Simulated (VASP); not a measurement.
# RbReB2 (Cmmm) in VASP: single point with PBE

Aim: the single point of RbReB2 with PBE.

Everything below comes from runs of VASP 6.6.1. Logs are shortened: lines on timing, memory, paths and dates and some standing lists are left out, and cuts for length are marked.

## Step 1: The cell of the first run

The typed cell holds 4 atoms: a = 3.302 Å, b = 3.302 Å, c = 6.212 Å, α = 90.00°, β = 90.00°, γ = 90.05°.

The cell was generated, and may not be a known phase.

## Step 2: Single point, PBE

The input, INCAR:

```
PREC = Accurate
ENCUT = 560
EDIFF = 1E-6
ISMEAR = 0
SIGMA = 0.1
LREAL = F
LASPH = T
NELM = 120
ALGO = Normal
ISIF = 2
LWAVE = F
LCHARG = F
GGA = PE
NBANDS = 23
GGA_COMPAT = F
```

The input, KPOINTS:

```
Automatic mesh
0
Gamma
  6 6 4
```

The input, POSCAR:

```
RbReB2
1.0
    2.3339898579     -2.3360349150      0.0000000000
    2.3339898579      2.3360349150      0.0000000000
    0.0000000000      0.0000000000      6.2119284437
Rb Re B
1 1 2
Direct
    0.5000000000      0.5000000000      0.0000000000
    0.5000000000      0.5000000000      0.5000000000
    0.0000000000      0.0000000000      0.5000000000
    0.0000000000      0.0000000000      0.0000000000
```

Potentials or basis: VASP PAW PBE potentials, release 64 (Rb_sv, Re_sv_GW, B).

On the command line:

```
> cat potpaw_PBE.64/Rb_sv/POTCAR potpaw_PBE.64/Re_sv_GW/POTCAR potpaw_PBE.64/B/POTCAR > POTCAR
> mpirun -np 1 vasp_std > vasp.out
```

OUTCAR:

```text
PREC = Accurate
   ENCUT = 560
   EDIFF = 1E-6
   ISMEAR = 0
   LREAL = F
   LASPH = T
   NELM = 120
   ISIF = 2
   GGA = PE

 ion  position               nearest neighbor table
   1  0.500  0.500  0.000-   4 2.33   4 2.33   4 2.34   4 2.34   2 3.11   2 3.11   3 3.89   3 3.89
                             3 3.89   3 3.89   3 3.89   3 3.89   3 3.89   3 3.89   2 4.53   2 4.53
   2  0.500  0.500  0.500-   3 2.33   3 2.33   3 2.34   3 2.34   1 3.11   1 3.11   1 4.53   1 4.53
                             1 4.53   1 4.53   1 4.53   1 4.53   1 4.53   1 4.53
   3  0.000  0.000  0.500-   2 2.33   2 2.33   2 2.34   2 2.34   1 3.89   1 3.89   1 3.89   1 3.89
                             1 3.89   1 3.89   1 3.89   1 3.89
   4  0.000  0.000  0.000-   1 2.33   1 2.33   1 2.34   1 2.34

  LATTYP: Found a base centered orthorhombic cell.
 ALAT       =     4.6679797158
 B/A-ratio  =     1.0008762065
 C/A-ratio  =     1.3307530928

  Lattice vectors:

 A1 = (   2.3339898579,  -2.3360349150,   0.0000000000)
 A2 = (   2.3339898579,   2.3360349150,   0.0000000000)
 A3 = (   0.0000000000,   0.0000000000,   6.2119284437)

Analysis of symmetry for initial positions (statically):
=====================================================================
 Subroutine PRICEL returns:
 Original cell was already a primitive cell.

 Routine SETGRP: Setting up the symmetry group for a
 base centered orthorhombic supercell.

 Subroutine GETGRP returns: Found  8 space group operations
 (whereof  8 operations were pure point group operations)
 out of a pool of  8 trial point group operations.

The static configuration has the point symmetry D_2h.

Analysis of symmetry for dynamics (positions and initial velocities):
=====================================================================
 Subroutine PRICEL returns:
 Original cell was already a primitive cell.

 Routine SETGRP: Setting up the symmetry group for a
 base centered orthorhombic supercell.

 Subroutine GETGRP returns: Found  8 space group operations
 (whereof  8 operations were pure point group operations)
 out of a pool of  8 trial point group operations.

The dynamic configuration has the point symmetry D_2h.

 Subroutine INISYM returns: Found  8 space group operations
 (whereof  8 operations are pure point group operations),
 and found     1 'primitive' translations

----------------------------------------------------------------------------------------

                                     Primitive cell

  volume of cell :      67.7384

  direct lattice vectors                    reciprocal lattice vectors
     2.333989858 -2.336034915  0.000000000     0.214225438 -0.214037897  0.000000000
     2.333989858  2.336034915  0.000000000     0.214225438  0.214037897  0.000000000
     0.000000000  0.000000000  6.211928444     0.000000000  0.000000000  0.160980605

  length of vectors
     3.302206502  3.302206502  6.211928444     0.302827937  0.302827937  0.160980605

  position of ions in fractional coordinates (direct lattice)
     0.500000000  0.500000000  0.000000000
     0.500000000  0.500000000  0.500000000
     0.000000000  0.000000000  0.500000000
     0.000000000  0.000000000  0.000000000

  ion indices of the primitive-cell ions
   primitive index   ion index
                 1           1
                 2           2
                 3           3
                 4           4

----------------------------------------------------------------------------------------

 KPOINTS: Automatic mesh

Automatic generation of k-mesh.
 Grid dimensions read from file:
 generate k-points for:    6    6    4

 Generating k-lattice:

  Cartesian coordinates                     Fractional coordinates (reciprocal lattice)
     0.035704240 -0.035672983  0.000000000     0.166666667  0.000000000  0.000000000
     0.035704240  0.035672983  0.000000000     0.000000000  0.166666667  0.000000000
     0.000000000  0.000000000  0.040245151     0.000000000  0.000000000  0.250000000

  Length of vectors
     0.050471323  0.050471323  0.040245151

  Shift w.r.t. Gamma in fractional coordinates (k-lattice)
     0.000000000  0.000000000  0.000000000

 Subroutine IBZKPT returns following result:
 ===========================================

 Found     39 irreducible k-points:

 Following reciprocal coordinates:
            Coordinates               Weight
  0.000000  0.000000  0.000000      1.000000
  0.166667  0.000000  0.000000      4.000000
  0.333333  0.000000  0.000000      4.000000
  0.500000  0.000000  0.000000      2.000000
  0.166667  0.166667  0.000000      2.000000
  0.333333  0.166667  0.000000      4.000000
[... 16 lines left out ...]
  0.333333  0.333333  0.250000      4.000000
  0.500000  0.333333  0.250000      8.000000
 [... further k-points ...]
   k-points           NKPTS =     39   k-points in BZ     NKDIM =     39   number of bands    NBANDS=     23
   number of dos      NEDOS =    301   number of ions     NIONS =      4
   total plane-waves  NPLWV =  37632
   dimension x,y,z NGX =    28 NGY =   28 NGZ =   48
   dimension x,y,z NGXF=    56 NGYF=   56 NGZF=   96
   ions per type =               1   1   2
   NGX,Y,Z   is equivalent  to a cutoff of  14.10, 14.10, 12.85 a.u.
   NGXF,Y,Z  is equivalent  to a cutoff of  28.19, 28.19, 25.69 a.u.
 SYSTEM =  unknown system
   PREC   = accura    normal or accurate (medium, high low for compatibility)
   ISTART =      0    job   : 0-new  1-cont  2-samecut
   ICHARG =      2    charge: 1-file 2-atom 10-const
   ISPIN  =      1    spin polarized calculation?
   LNONCOLLINEAR =      F non collinear calculations
   LSORBIT =      F    spin-orbit coupling
   LASPH  =      T    aspherical Exc in radial PAW
   ENCUT  =  560.0 eV  41.16 Ry    6.42 a.u.   6.37  6.37 11.99*2*pi/ulx,y,z
   NELM   =    120;   NELMIN=  2; NELMDL= -5     # of ELM steps
   EDIFF  = 0.1E-05   stopping-criterion for ELM
   LREAL  =      F    real-space projection
   EDIFFG = 0.1E-04   stopping-criterion for IOM
   NSW    =      0    number of steps for IOM
   IBRION =     -1    ionic relax: 0-MD 1-quasi-New 2-CG
   NFREE  =      0    steps in history (QN), initial steepest desc. (CG)
   ISIF   =      2    stress and relaxation
   ISYM   =      2    0-nonsym 1-usesym 2-fastsym
   POTIM  = 0.5000    time-step for ionic-motion
   TEBEG  =    0.0;   TEEND  =   0.0 temperature during run
   PSTRESS=    0.0 pullay stress
   NELECT =      30.0000    total number of electrons
   NUPDOWN=      -1.0000    fix difference up-down
   EMIN   =  10.00;   EMAX   =-10.00  energy-range for DOS
   EFERMI =   0.00;   METHOD = LEGACY
   ISMEAR =     0;   SIGMA  =   0.10  broadening in eV -4-tet -1-fermi 0-gaus
   EFERMI_NEDOS =   21; number of points for ismear=-14 and -15
   IALGO  =     38    algorithm
   IMIX   =      4    mixing-type and parameters
     AMIX     =   0.40;   BMIX     =  1.00
     AMIX_MAG =   1.60;   BMIX_MAG =  1.00
  volume/ion in A,a.u.               =      16.93       114.28
  Fermi-wavevector in a.u.,A,eV,Ry     =   1.247873  2.358138 21.186811  1.557187
  Thomas-Fermi vector in A             =   2.381985
   LORBIT       =      0    0 simple, 1 ext, 2 COOP (PROOUT), +10 PAW based schemes
   GGA     = PE    functional components
   LHFCALC =     F    Hartree Fock is set to
   AEXX    =    0.0000 exact exchange contribution
   IVDW    =     0    specifies the selected vdW correction
   LEPSILON=     F    determine dielectric tensor
   LRPA    =     F    only Hartree local field effects (RPA)
 non-spin polarized calculation
 Gauss-broadening in eV      SIGMA  =   0.10
  energy-cutoff  :      560.00
  volume of cell :       67.74
 maximum number of plane-waves:      2060
 NGX is ok and might be reduce to    28
   NGX = 13   NGY = 13   NGZ = 23

 number of electron      30.0000001 magnetization

 Free energy of the ion-electron system (eV)
  ---------------------------------------------------
  ext. energy  EPLUGINS =         0.00000000
  ---------------------------------------------------
  free energy    TOTEN  =       -17.92313141 eV

  energy without entropy =      -17.91404141  energy(sigma->0) =      -17.91858641

 E-fermi :   4.5982     XC(G=0): -10.6170

 val. band max:        4.5344961132   @ k =   0.5000   0.5000   0.2500
 cond. band min:       4.6180003979   @ k =   0.5000   0.5000   0.2500
 fundamental gap:      0.0835042847
 Fermi energy:         4.5981927542

 k-point     1 :       0.0000    0.0000    0.0000
  band No.  band energies     occupation
      1     -75.3589      2.00000
      2     -37.1953      2.00000
      3     -37.1952      2.00000
      4     -36.9325      2.00000
      5     -22.9645      2.00000
      6      -7.0779      2.00000
[... 15 lines left out ...]
     22       8.0159      0.00000
     23      12.3848      0.00000

 k-point     2 :       0.1667    0.0000    0.0000
  band No.  band energies     occupation
      1     -75.3583      2.00000
      2     -37.2201      2.00000
      3     -37.1928      2.00000
      4     -36.9304      2.00000
      5     -22.8972      2.00000
      6      -7.6143      2.00000
[... 15 lines left out ...]
     22       9.1119      0.00000
     23      12.6265      0.00000

 k-point     3 :       0.3333    0.0000    0.0000
  band No.  band energies     occupation
      1     -75.3567      2.00000
      2     -37.2690      2.00000
      3     -37.1871      2.00000
      4     -36.9261      2.00000
      5     -22.7572      2.00000
      6      -8.8512      2.00000
[... 15 lines left out ...]
     22      11.8696      0.00000
     23      11.9408      0.00000
[... 495 lines left out ...]
 k-point    23 :       0.3333    0.3333    0.2500
  band No.  band energies     occupation
      1     -75.3546      2.00000
      2     -37.2612      2.00000
      3     -37.2611      2.00000
      4     -36.9202      2.00000
      5     -22.5521      2.00000
      6      -8.4332      2.00000
[... 15 lines left out ...]
     22       9.9723      0.00000
     23      10.2819      0.00000

 k-point    24 :       0.5000    0.3333    0.2500
  band No.  band energies     occupation
      1     -75.3538      2.00000
      2     -37.2856      2.00000
      3     -37.2585      2.00000
      4     -36.9181      2.00000
      5     -22.4807      2.00000
      6      -8.8187      2.00000
[... 15 lines left out ...]
     22      10.0685      0.00000
     23      10.6371      0.00000

 [... further k-points ...]

------------------------ aborting loop because EDIFF is reached ----------------------------------------

  FORCE on cell =-STRESS in cart. coord.  units (eV):
  Direction    XX          YY          ZZ          XY          YZ          ZX
  --------------------------------------------------------------------------------------
  -------------------------------------------------------------------------------------
  Total        0.0737177     -0.0082075     -0.0628920     -0.0000000      0.0000000      0.0000000
  in kB        1.7436037     -0.1941280     -1.4875491     -0.0000000      0.0000000      0.0000000
  external PRESSURE =       0.0206422 kB  Pullay stress =       0.0000000 kB

 VOLUME and BASIS-vectors are now :
 -----------------------------------------------------------------------------
  energy-cutoff  :      560.00
  volume of cell :       67.74
      direct lattice vectors                 reciprocal lattice vectors
     2.333989858 -2.336034915  0.000000000     0.214225438 -0.214037897  0.000000000
     2.333989858  2.336034915  0.000000000     0.214225438  0.214037897  0.000000000
     0.000000000  0.000000000  6.211928444     0.000000000  0.000000000  0.160980605

 POSITION                                       TOTAL-FORCE (eV/Angst)
 -----------------------------------------------------------------------------------
      2.33399      0.00000      0.00000         0.000000     -0.000000      0.000000
      2.33399      0.00000      3.10596         0.000000      0.000000      0.000000
      0.00000      0.00000      3.10596        -0.000000     -0.000000      0.000000
      0.00000      0.00000      0.00000        -0.000000     -0.000000      0.000000
 -----------------------------------------------------------------------------------
    total drift:                                0.000000      0.000000      0.000000

  FREE ENERGIE OF THE ION-ELECTRON SYSTEM (eV)
  ---------------------------------------------------
  free  energy   TOTEN  =       -17.9231314148 eV

  energy  without entropy=      -17.9140414134  energy(sigma->0) =      -17.91858641
```

Run time: 50 s. Hardware: 1 thread of Intel Xeon Platinum 8488C (Sapphire Rapids), shared host; peak memory 0.24 GiB.

What came out:

```
Free energy            : -17.9231 eV
Pressure               : 0.0 GPa
Band gap on the k mesh : zero (bands 15 and 16 overlap by 0.98 eV)
```

Levels at points of the mesh, in eV from the Fermi level:
```csv
k point,band 11,band 12,band 13,band 14,band 15,band 16,band 17,band 18,band 19,band 20
"(0.00, 0.00, 0.00)",-2.57,-1.71,-1.37,0.16,0.19,0.20,1.97,1.97,2.70,2.92
"(0.50, 0.00, 0.00)",-3.64,-3.09,-1.74,-1.50,-0.84,-0.53,0.46,0.51,1.63,4.72
"(0.50, 0.50, 0.00)",-1.49,-1.49,-1.29,-1.28,-0.50,-0.46,1.76,3.39,3.85,3.85
"(0.00, 0.00, 0.50)",-2.56,-0.95,-0.51,0.16,0.29,0.29,1.39,1.95,1.95,2.62
"(0.50, 0.00, 0.50)",-3.08,-3.07,-1.55,-1.41,-0.56,-0.44,0.17,0.54,1.69,3.12
"(0.50, 0.50, 0.50)",-1.46,-1.46,-1.19,-1.19,0.45,0.83,1.76,1.99,3.84,3.85
```

Caveat: spin-orbit coupling is left out, which moves the levels of the heavy elements.

The gap in the log of VASP goes by the Fermi energy; the results here count the filled bands.